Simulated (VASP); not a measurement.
Here is a VASP 6.6.1 calculation.

The input INCAR:

```
SYSTEM = Co
PREC = Accurate
ENCUT = 520
EDIFF = 1E-6
ISMEAR = 0
SIGMA = 0.15
LREAL = .False.
LASPH = .True.
NELM = 150
ALGO = Normal
ISIF = 2
LWAVE = .False.
LCHARG = .False.
ISPIN = 2
MAGMOM = 0.275 0.275
LORBIT = 11
NUPDOWN = 0.55
LMAXMIX = 4
GGA = CA
NBANDS = 20
```

Contents of KPOINTS:

```
Automatic mesh
0
Gamma
  24 24 12
  0 0 0
```

Contents of POSCAR:

```
Co
1.0
    2.4287596817      0.0000000000      0.0000000000
   -1.2143798408      2.1033675840      0.0000000000
    0.0000000000      0.0000000000      3.9177515245
Co
2
Direct
    0.6666666667      0.3333333333      0.2500000000
    0.3333333333      0.6666666667      0.7500000000
```

Potentials or basis: VASP PAW LDA potentials, release 64 (Co).

Run with:

```console
$ cat potpaw_LDA.64/Co/POTCAR > POTCAR
$ mpirun -np 1 vasp_std > vasp.out
```

Question: Estimate the pressure.

Answer: -11.6 GPa.

Stress tensor (GPa, compression positive):
```
-11.44   0.00   0.00
  0.00 -11.44   0.00
  0.00   0.00 -12.03
```

Caveat: the total moment is fixed, so each spin has its own Fermi level.
